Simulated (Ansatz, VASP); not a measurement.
Ta: VASP beside Ansatz

INCAR

```
PREC     = Accurate       # precision mode
ENCUT    = 520            # plane-wave cutoff, eV
EDIFF    = 1E-7           # SCF threshold, eV
ISMEAR   = 0              # smearing method
SIGMA    = 0.1            # smearing width, eV
LREAL    = F              # projectors in reciprocal space
LASPH    = T              # aspherical terms in the spheres
NELM     = 100            # most SCF steps
ALGO     = Normal         # electronic algorithm
ISIF     = 2              # what is computed and relaxed
LWAVE    = F              # write WAVECAR
LCHARG   = F              # write CHGCAR
GGA      = PE             # functional
NBANDS   = 12             # bands
```

Contents of KPOINTS:

```
Automatic mesh
0
Gamma
  8 8 8
```

File POSCAR:

```
Ta
1.0
   -1.6586425978      1.6586425978      1.6586425978
    1.6586425978     -1.6586425978      1.6586425978
    1.6586425978      1.6586425978     -1.6586425978
Ta
1
Direct
    0.0000000000      0.0000000000      0.0000000000
```

Input for Ansatz:

```yaml
crystal:
  lattice:
    - [-1.6586425978, 1.6586425978, 1.6586425978]
    - [1.6586425978, -1.6586425978, 1.6586425978]
    - [1.6586425978, 1.6586425978, -1.6586425978]
  atoms:
    - { symbol: Ta, position: [0.0, 0.0, 0.0] }
basis:
  ecutwfc: 420
kpoints:
  mp_grid: { grid: [8, 8, 8] }
hamiltonian:
  xc: pbe
scf:
  occupations: { method: gaussian, width: 0.1 }
  lower_state_search: "off"
output:
  forces: true
  stress: true
  eigenvalues: true
```

Change from the starting cell: the structure that the rattled cell fell into.

Alike in both runs: task single point; functional PBE; k mesh 8 × 8 × 8; occupations gaussian, width 0.1 eV; no spin polarisation.

|  | VASP | Ansatz |
| --- | --- | --- |
| version | VASP 6.6.1 | Ansatz 0.2.0 |
| potentials or method | VASP PAW PBE potentials, release 64 (Ta_pv), cutoff 520 eV | scalar-relativistic, plane waves, PAW |
| valence electrons in the cell | 11 | 13 |

VASP gave:

| Quantity | Value |
| --- | --- |
| gap on the k mesh at the Fermi level (eV) | none |
| pressure (GPa) | -1.6 |

**Question.** Estimate Ansatz's values.

**Answer.** gap on the k mesh at the Fermi level (eV): none; pressure (GPa): -1.7.

A gap of «none» marks a metal or a gap that the smearing closes. VASP's potentials hold 11 valence electrons a cell and Ansatz's 13, so a difference there can come from the potentials and not from the codes.

Spin-orbit coupling is off throughout.
